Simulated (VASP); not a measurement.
Runs of VASP 6.6.1 on SrLiH3. The structure is that of space group Pm-3m (No. 221), or close to it. The cells are those of the table. 

| cell | gap on the mesh (eV) |
| --- | --- |
| a = 4.631, b = 4.631, c = 4.515 Å, 5 atoms | 1.66 |
| a = 4.631, b = 4.631, c = 4.399 Å, 5 atoms | 1.47 |
| a = 4.399, b = 4.399, c = 4.515 Å, 5 atoms | 1.52 |
| a = 4.399 Å, 5 atoms | (a) |
| a = 4.515, b = 4.515, c = 4.631 Å, 5 atoms | (b) |
| a = 4.862 Å, 5 atoms | 1.99 |
| a = 4.515 Å, 5 atoms | 1.70 |
| a = 4.399, b = 4.399, c = 4.631 Å, 5 atoms | (c) |

Alike in all rows: task single point; level PBE; potentials or basis VASP PAW PBE potentials, release 64 (Li_sv, Sr_sv, H); no spin polarisation; k mesh 6 × 6 × 6; cutoff (eV) 520; smearing gaussian 0.05 eV.

Fill in the values left out.

(a) 1.53; (b) 1.68; (c) 1.50.

A k mesh can miss the band edges, and the runs leave out spin-orbit coupling on Sr.
